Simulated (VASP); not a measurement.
# Zr (P6_3/mmc) in VASP: notebook

Runs on Zr. Level: LDA. Tasks: single point, relaxation of volume and atoms at fixed shape.

All numbers are computed with VASP 6.6.1; they aren't measurements. Logs are shortened: lines on timing, memory, paths and dates and some standing lists are left out, and cuts for length are marked.

## 1. The cell of the first run

The structure is hexagonal, space group P6_3/mmc (No. 194). Conventional cell: a = 3.163 Å, b = 3.163 Å, c = 5.036 Å, α = 90.00°, β = 90.00°, γ = 120.00°. Within 4.1 Å of Zr (site symmetry -6m2) lie 12 Zr at 3.11 to 3.16 Å.

## 2. Single point, LDA

Contents of INCAR:

```
SYSTEM = Zr
ALGO     = Normal         ! electronic algorithm
EDIFF    = 1E-6           ! SCF threshold, eV
ENCUT    = 520            ! plane-wave cutoff, eV
GGA      = CA             ! functional
ISIF     = 2              ! what is computed and relaxed
ISMEAR   = -1             ! smearing method
LASPH    = .TRUE.         ! aspherical terms in the spheres
LCHARG   = .FALSE.        ! write CHGCAR
LREAL    = .FALSE.        ! projectors in reciprocal space
LWAVE    = .FALSE.        ! write WAVECAR
NBANDS   = 19             ! bands
NELM     = 80             ! most SCF steps
PREC     = Accurate       ! precision mode
SIGMA    = 0.1            ! smearing width, eV
```

Contents of KPOINTS:

```
k-points
0
G
  9 9 5
  0 0 0
```

Contents of POSCAR:

```
Zr
1.0
    3.1625935073      0.0000000000      0.0000000000
   -1.5812967536      2.7388863191      0.0000000000
    0.0000000000      0.0000000000      5.0364693958
Zr
2
Direct
    0.3333333333      0.6666666667      0.2500000000
    0.6666666667      0.3333333333      0.7500000000
```

Potentials or basis: VASP PAW LDA potentials, release 64 (Zr_sv).

Launch:

```
> cat potpaw_LDA.64/Zr_sv/POTCAR > POTCAR
> mpirun -np 1 vasp_std > vasp.out
```

OUTCAR:

```text
SYSTEM = Zr
   EDIFF = 1E-6
   ENCUT = 520
   GGA = CA
   ISIF = 2
   ISMEAR = -1
   LASPH = .TRUE.
   LREAL = .FALSE.
   NELM = 80
   PREC = Accurate

 ion  position               nearest neighbor table
   1  0.333  0.667  0.250-   2 3.11   2 3.11   2 3.11   2 3.11   2 3.11   2 3.11
   2  0.667  0.333  0.750-   1 3.11   1 3.11   1 3.11   1 3.11   1 3.11   1 3.11

  LATTYP: Found a hexagonal cell.
 ALAT       =     3.1625935073
 C/A-ratio  =     1.5925124061

  Lattice vectors:

 A1 = (   3.1625935073,   0.0000000000,   0.0000000000)
 A2 = (  -1.5812967536,   2.7388863191,   0.0000000000)
 A3 = (   0.0000000000,   0.0000000000,   5.0364693958)

Analysis of symmetry for initial positions (statically):
=====================================================================
 Subroutine PRICEL returns:
 Original cell was already a primitive cell.

 Routine SETGRP: Setting up the symmetry group for a
 hexagonal supercell.

 Subroutine GETGRP returns: Found 24 space group operations
 (whereof 12 operations were pure point group operations)
 out of a pool of 24 trial point group operations.

The static configuration has the point symmetry D_3d.
 The point group associated with its full space group is D_6h.

Analysis of symmetry for dynamics (positions and initial velocities):
=====================================================================
 Subroutine PRICEL returns:
 Original cell was already a primitive cell.

 Routine SETGRP: Setting up the symmetry group for a
 hexagonal supercell.

 Subroutine GETGRP returns: Found 24 space group operations
 (whereof 12 operations were pure point group operations)
 out of a pool of 24 trial point group operations.

The dynamic configuration has the point symmetry D_3d.
 The point group associated with its full space group is D_6h.

 Subroutine INISYM returns: Found 24 space group operations
 (whereof 12 operations are pure point group operations),
 and found     1 'primitive' translations

----------------------------------------------------------------------------------------

                                     Primitive cell

  volume of cell :      43.6258

  direct lattice vectors                    reciprocal lattice vectors
     3.162593507  0.000000000  0.000000000     0.316196184  0.182555952  0.000000000
    -1.581296754  2.738886319  0.000000000     0.000000000  0.365111904  0.000000000
     0.000000000  0.000000000  5.036469396     0.000000000  0.000000000  0.198551787

  length of vectors
     3.162593507  3.162593507  5.036469396     0.365111904  0.365111904  0.198551787

  position of ions in fractional coordinates (direct lattice)
     0.333333333  0.666666667  0.250000000
     0.666666667  0.333333333  0.750000000

  ion indices of the primitive-cell ions
   primitive index   ion index
                 1           1
                 2           2

----------------------------------------------------------------------------------------

 KPOINTS: k-points

Automatic generation of k-mesh.
 Grid dimensions read from file:
 generate k-points for:    9    9    5

 Generating k-lattice:

  Cartesian coordinates                     Fractional coordinates (reciprocal lattice)
     0.035132909  0.020283995  0.000000000     0.111111111 -0.000000000  0.000000000
     0.000000000  0.040567989  0.000000000     0.000000000  0.111111111  0.000000000
     0.000000000  0.000000000  0.039710357     0.000000000  0.000000000  0.200000000

  Length of vectors
     0.040567989  0.040567989  0.039710357

  Shift w.r.t. Gamma in fractional coordinates (k-lattice)
     0.000000000  0.000000000  0.000000000

 Subroutine IBZKPT returns following result:
 ===========================================

 Found     36 irreducible k-points:

 Following reciprocal coordinates:
            Coordinates               Weight
  0.000000  0.000000  0.000000      1.000000
  0.111111 -0.000000  0.000000      6.000000
  0.222222 -0.000000  0.000000      6.000000
  0.333333  0.000000  0.000000      6.000000
  0.444444 -0.000000  0.000000      6.000000
  0.111111  0.111111  0.000000      6.000000
[... 16 lines left out ...]
  0.333333  0.222222  0.200000     24.000000
  0.333333  0.333333  0.200000      4.000000
 [... further k-points ...]
   k-points           NKPTS =     36   k-points in BZ     NKDIM =     36   number of bands    NBANDS=     19
   number of dos      NEDOS =    301   number of ions     NIONS =      2
   total plane-waves  NPLWV =  23040
   dimension x,y,z NGX =    24 NGY =   24 NGZ =   40
   dimension x,y,z NGXF=    48 NGYF=   48 NGZF=   80
   ions per type =               2
   NGX,Y,Z   is equivalent  to a cutoff of  12.62, 12.62, 13.20 a.u.
   NGXF,Y,Z  is equivalent  to a cutoff of  25.23, 25.23, 26.41 a.u.
 SYSTEM =  Zr
   PREC   = accura    normal or accurate (medium, high low for compatibility)
   ISTART =      0    job   : 0-new  1-cont  2-samecut
   ICHARG =      2    charge: 1-file 2-atom 10-const
   ISPIN  =      1    spin polarized calculation?
   LNONCOLLINEAR =      F non collinear calculations
   LSORBIT =      F    spin-orbit coupling
   LASPH  =      T    aspherical Exc in radial PAW
   ENCUT  =  520.0 eV  38.22 Ry    6.18 a.u.   5.88  5.88  9.36*2*pi/ulx,y,z
   NELM   =     80;   NELMIN=  2; NELMDL= -5     # of ELM steps
   EDIFF  = 0.1E-05   stopping-criterion for ELM
   LREAL  =      F    real-space projection
   EDIFFG = 0.1E-04   stopping-criterion for IOM
   NSW    =      0    number of steps for IOM
   IBRION =     -1    ionic relax: 0-MD 1-quasi-New 2-CG
   NFREE  =      0    steps in history (QN), initial steepest desc. (CG)
   ISIF   =      2    stress and relaxation
   ISYM   =      2    0-nonsym 1-usesym 2-fastsym
   POTIM  = 0.5000    time-step for ionic-motion
   TEBEG  =    0.0;   TEEND  =   0.0 temperature during run
   PSTRESS=    0.0 pullay stress
   NELECT =      24.0000    total number of electrons
   NUPDOWN=      -1.0000    fix difference up-down
   EMIN   =  10.00;   EMAX   =-10.00  energy-range for DOS
   EFERMI =   0.00;   METHOD = LEGACY
   ISMEAR =    -1;   SIGMA  =   0.10  broadening in eV -4-tet -1-fermi 0-gaus
   EFERMI_NEDOS =   21; number of points for ismear=-14 and -15
   IALGO  =     38    algorithm
   IMIX   =      4    mixing-type and parameters
     AMIX     =   0.40;   BMIX     =  1.00
     AMIX_MAG =   1.60;   BMIX_MAG =  1.00
  volume/ion in A,a.u.               =      21.81       147.20
  Fermi-wavevector in a.u.,A,eV,Ry     =   1.341418  2.534912 24.482345  1.799402
  Thomas-Fermi vector in A             =   2.469653
   LORBIT       =      0    0 simple, 1 ext, 2 COOP (PROOUT), +10 PAW based schemes
   GGA     = CA    functional components
   LHFCALC =     F    Hartree Fock is set to
   AEXX    =    0.0000 exact exchange contribution
   IVDW    =     0    specifies the selected vdW correction
   LEPSILON=     F    determine dielectric tensor
   LRPA    =     F    only Hartree local field effects (RPA)
 non-spin polarized calculation
  energy-cutoff  :      520.00
  volume of cell :       43.63
 maximum number of plane-waves:      1192
 NGX is ok and might be reduce to    24
   NGX = 11   NGY = 11   NGZ = 19

 number of electron      24.0000000 magnetization

 Free energy of the ion-electron system (eV)
  ---------------------------------------------------
  ext. energy  EPLUGINS =         0.00000000
  ---------------------------------------------------
  free energy    TOTEN  =       -18.61928443 eV

  energy without entropy =      -18.55325628  energy(sigma->0) =      -18.58627036

 E-fermi :   9.5079     XC(G=0): -11.5938

 val. band max:        9.5054242253   @ k =   0.1111  -0.0000   0.4000
 cond. band min:       9.5458728924   @ k =   0.2222   0.2222   0.4000
 fundamental gap:      0.0404486671
 Fermi energy:         9.5079363318

 k-point     1 :       0.0000    0.0000    0.0000
  band No.  band energies     occupation
      1     -38.9055      2.00000
      2     -38.6981      2.00000
      3     -17.7055      2.00000
      4     -16.6289      2.00000
      5     -16.6289      2.00000
      6     -16.4539      2.00000
[... 11 lines left out ...]
     18      11.7504      0.00000
     19      14.2612      0.00000

 k-point     2 :       0.1111   -0.0000    0.0000
  band No.  band energies     occupation
      1     -38.8870      2.00000
      2     -38.6905      2.00000
      3     -17.6591      2.00000
      4     -16.7326      2.00000
      5     -16.6625      2.00000
      6     -16.5606      2.00000
[... 11 lines left out ...]
     18      11.4556      0.00000
     19      14.4934      0.00000

 k-point     3 :       0.2222   -0.0000    0.0000
  band No.  band energies     occupation
      1     -38.8382      2.00000
      2     -38.6728      2.00000
      3     -17.5306      2.00000
      4     -16.9939      2.00000
      5     -16.8179      2.00000
      6     -16.7429      2.00000
[... 11 lines left out ...]
     18      12.3786      0.00000
     19      14.8773      0.00000

 k-point     4 :       0.3333    0.0000    0.0000
  band No.  band energies     occupation
      1     -38.7773      2.00000
      2     -38.6574      2.00000
      3     -17.3532      2.00000
      4     -17.2875      2.00000
      5     -17.0913      2.00000
      6     -16.8288      2.00000
[... 11 lines left out ...]
     18      13.7011      0.00000
     19      15.1308      0.00000

 k-point     5 :       0.4444   -0.0000    0.0000
  band No.  band energies     occupation
      1     -38.7302      2.00000
      2     -38.6543      2.00000
      3     -17.4760      2.00000
      4     -17.2612      2.00000
      5     -17.1937      2.00000
      6     -16.8826      2.00000
[... 11 lines left out ...]
     18      15.2081      0.00000
     19      15.2354      0.00000
[... 334 lines left out ...]
      2     -38.6614      2.00000
      3     -17.5370      2.00000
      4     -17.3548      2.00000
      5     -17.0481      2.00000
      6     -16.8847      2.00000
[... 11 lines left out ...]
     18      15.0338      0.00000
     19      15.9466      0.00000

 k-point    22 :       0.2222    0.2222    0.2000
  band No.  band energies     occupation
      1     -38.7383      2.00000
      2     -38.6627      2.00000
      3     -17.3924      2.00000
      4     -17.2925      2.00000
      5     -17.0113      2.00000
      6     -16.9493      2.00000
[... 11 lines left out ...]
     18      14.5333      0.00000
     19      15.5449      0.00000

 k-point    23 :       0.3333    0.2222    0.2000
  band No.  band energies     occupation
      1     -38.7002      2.00000
      2     -38.6622      2.00000
      3     -17.4255      2.00000
      4     -17.3142      2.00000
      5     -17.1174      2.00000
      6     -16.9234      2.00000
[... 11 lines left out ...]
     18      14.9847      0.00000
     19      16.5358      0.00000

 k-point    24 :       0.3333    0.3333    0.2000
  band No.  band energies     occupation
      1     -38.6745      2.00000
      2     -38.6745      2.00000
      3     -17.2995      2.00000
      4     -17.2839      2.00000
      5     -17.2839      2.00000
      6     -16.9721      2.00000
[... 11 lines left out ...]
     18      14.2544      0.00000
     19      16.7367      0.00000

 [... further k-points ...]

------------------------ aborting loop because EDIFF is reached ----------------------------------------

  FORCE on cell =-STRESS in cart. coord.  units (eV):
  Direction    XX          YY          ZZ          XY          YZ          ZX
  --------------------------------------------------------------------------------------
  -------------------------------------------------------------------------------------
  Total       -0.1190075     -0.1190075      0.3516398     -0.0000000     -0.0000000      0.0000000
  in kB       -4.3706031     -4.3706031     12.9141265     -0.0000000     -0.0000000      0.0000000
  external PRESSURE =       1.3909735 kB  Pullay stress =       0.0000000 kB

 VOLUME and BASIS-vectors are now :
 -----------------------------------------------------------------------------
  energy-cutoff  :      520.00
  volume of cell :       43.63
      direct lattice vectors                 reciprocal lattice vectors
     3.162593507  0.000000000  0.000000000     0.316196184  0.182555952  0.000000000
    -1.581296754  2.738886319  0.000000000     0.000000000  0.365111904  0.000000000
     0.000000000  0.000000000  5.036469396     0.000000000  0.000000000  0.198551787

 POSITION                                       TOTAL-FORCE (eV/Angst)
 -----------------------------------------------------------------------------------
     -0.00000      1.82592      1.25912        -0.000000      0.000000      0.000000
      1.58130      0.91296      3.77735         0.000000     -0.000000      0.000000
 -----------------------------------------------------------------------------------
    total drift:                               -0.000000      0.000000     -0.000000

  FREE ENERGIE OF THE ION-ELECTRON SYSTEM (eV)
  ---------------------------------------------------
  free  energy   TOTEN  =       -18.6192844324 eV

  energy  without entropy=      -18.5532562807  energy(sigma->0) =      -18.58627036
```

Wall time 40 s (1 thread of Intel Xeon 8259CL, shared host); peak memory 0.15 GiB.

What came out:

```yaml
Free_energy: -18.6193 eV
Pressure: 0.1 GPa
Band_gap_on_the_k_mesh: zero (bands 12 and 13 overlap by 1.04 eV)
```

Stress tensor (GPa, compression positive):
```
-0.44  0.00  0.00
 0.00 -0.44  0.00
 0.00  0.00  1.29
```

## 3. Relaxation of volume and atoms at fixed shape, LDA

This run uses another cell than the first one, of 23.28 Å³/atom.

Contents of INCAR:

```
ALGO = Normal
EDIFF = 1E-6
EDIFFG = -0.03
ENCUT = 600
IBRION = 2
ISIF = 8
ISMEAR = -1
LASPH = True
LCHARG = False
LREAL = False
LWAVE = False
NELM = 60
NSW = 80
PREC = Accurate
SIGMA = 0.1
```

Contents of KPOINTS:

```
k-points
0
Gamma
  9 9 5
```

Contents of POSCAR:

```
Zr
1.0
    3.2320000000      0.0000000000      0.0000000000
   -1.6160000000      2.7989940000      0.0000000000
    0.0000000000      0.0000000000      5.1470000000
Zr
2
Direct
    0.3333333333      0.6666666667      0.2500000000
    0.6666666667      0.3333333333      0.7500000000
```

Potentials or basis: VASP PAW LDA potentials, release 64 (Zr_sv).

Launch:

```
> cat potpaw_LDA.64/Zr_sv/POTCAR > POTCAR
> mpirun -np 1 vasp_std > vasp.out
```

Wall time 2.4 min (1 thread of Intel Xeon 8259CL, shared host); peak memory 0.17 GiB.

It converged, with:

```yaml
Free_energy: -18.6202 eV
Relaxed_volume: 21.86 Å³/atom
Relaxed_cell: a = 3.165 Å, b = 3.165 Å, c = 5.040 Å, α = 90.00°, β = 90.00°, γ = 120.00°
Space_group_after_relaxing_to_0.1_Å: P6_3/mmc (No. 194)
Energy_gained_by_relaxing: 28.0 meV/atom
Ionic_steps: 3
Pressure_after_relaxing: -0.1 GPa
Band_gap_on_the_k_mesh: zero (bands 12 and 13 overlap by 1.04 eV)
```

Stress tensor (GPa, compression positive):
```
-0.64  0.00  0.00
 0.00 -0.64  0.00
 0.00  0.00  1.06
```

The path:
| step | energy change (eV) | largest force (eV/Å) | pressure (GPa) | volume (Å³) |
| --- | --- | --- | --- | --- |
| 1 | 0.0000 | 0.0000 | -5.98 | 46.56 |
| 2 | 0.0056 | 0.0000 | 7.49 | 40.94 |
| 3 | -0.0560 | 0.0000 | -0.07 | 43.73 |

Final structure:
```
Zr
1.0
     3.16504    0.00000    0.00000
    -1.58252    2.74100    0.00000
     0.00000    0.00000    5.04036
Zr
2
Direct
  0.33333 0.66667 0.25000
  0.66667 0.33333 0.75000
```

Levels at points of the mesh, in eV from the Fermi level:
```tsv
k point	band 8	band 9	band 10	band 11	band 12	band 13	band 14	band 15	band 16
(0.00, 0.00, 0.00)	-25.96	-5.70	-3.18	0.87	0.87	1.04	1.55	1.62	1.62
```

The gap in the log of VASP goes by the Fermi energy; the results here count the filled bands.